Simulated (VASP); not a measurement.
The system is Sn.

```
CELL_PARAMETERS angstrom
4.57264 0.00000 0.00000
2.28632 3.96002 0.00000
2.28632 1.32001 3.73354
ATOMIC_POSITIONS crystal
Sn 0.00000 0.00000 0.00000
Sn 0.25000 0.25000 0.25000
```

Base run:

| Property | Result |
| --- | --- |
| Program | VASP 6.6.1 |
| Functional | PBEsol |
| Potentials or basis | VASP PAW PBE potentials, release 64 (Sn_d) |
| Cutoff | 520 eV |
| k mesh | 8 × 8 × 8 |
| Occupations | methfessel-paxton, width 0.1 eV |
| Spin | no spin polarisation |

Its results: band gap on the k mesh zero (band 14 reaches 5.69 eV, above the bottom of band 15 at 5.56 eV); pressure 1.4 GPa.

The run is repeated on the same cell with these changes: k mesh from 8 × 8 × 8 to 2 × 2 × 2. What comes out?

Band gap on the k mesh zero (band 14 reaches 5.81 eV, above the bottom of band 15 at 5.67 eV); pressure 11.0 GPa.

Caveats: some runs use coarse meshes; the PAW data sets were made with another functional, which shifts forces and pressure a little; spin-orbit coupling is left out, which moves the levels of the heavy elements.
